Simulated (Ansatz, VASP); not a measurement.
# One calculation of Lu, two programs

File INCAR:

```
PREC = Accurate ; ENCUT = 520
EDIFF = 1E-7 ; ISMEAR = -1
SIGMA = 0.1 ; LREAL = False
LASPH = True ; NELM = 100
ALGO = Normal ; ISIF = 2
LWAVE = False ; LCHARG = False
GGA = CA ; NBANDS = 32
```

File KPOINTS:

```
Automatic mesh
0
Gamma
  9 9 9
```

File POSCAR:

```
Lu
1.0
    0.0000000000      3.5796892456      3.5796892456
    3.5796892456      0.0000000000      3.5796892456
    3.5796892456      3.5796892456      0.0000000000
Lu
2
Direct
    0.1250000000      0.1250000000      0.1250000000
    0.8750000000      0.8750000000      0.8750000000
```

Input for Ansatz:

```yaml
crystal:
  lattice:
    - [0.0, 3.5796892456, 3.5796892456]
    - [3.5796892456, 0.0, 3.5796892456]
    - [3.5796892456, 3.5796892456, 0.0]
  atoms:
    - { symbol: Lu, position: [0.125, 0.125, 0.125] }
    - { symbol: Lu, position: [0.875, 0.875, 0.875] }
hamiltonian:
  xc: lda
  pseudopotentials:
    kind: paw
    azcp:
      Lu: "pseudopotentials/Lu.paw.azcp"
basis:
  ecutwfc: 420
  fft_grid_basis: typed
kpoints:
  mp_grid: { grid: [9, 9, 9], shift: [0, 0, 0] }
magnetization:
  spin_polarized: false
scf:
  occupations: { method: fermi_dirac, width: 0.1 }
  lower_state_search: "off"
output:
  stress: true
  write_density: true
  write_potential: true
  elf: true
  volumetric_format: npy
```

Alike in both runs: task single point; functional LDA; k mesh 9 × 9 × 9; occupations fermi-dirac, width 0.1 eV; no spin polarisation.

|  | VASP | Ansatz |
| --- | --- | --- |
| version | VASP 6.6.1 | Ansatz 0.2.0 |
| potentials or method | VASP PAW PBE potentials, release 64 (Lu), cutoff 520 eV | plane waves (420 eV) with PAW, scalar-relativistic |
| valence electrons in the cell | 50 | 50 |

```csv
,VASP,Ansatz,Ansatz less VASP
pressure (GPa),-1.0,-0.9,+0.04
```

VASP's potentials were made for PBE, not for LDA, and Ansatz warns of the same on its side. LDA's correlation is that of Perdew and Zunger in VASP and of Perdew and Wang (1992) in Ansatz.

Neither program's run includes spin-orbit coupling.
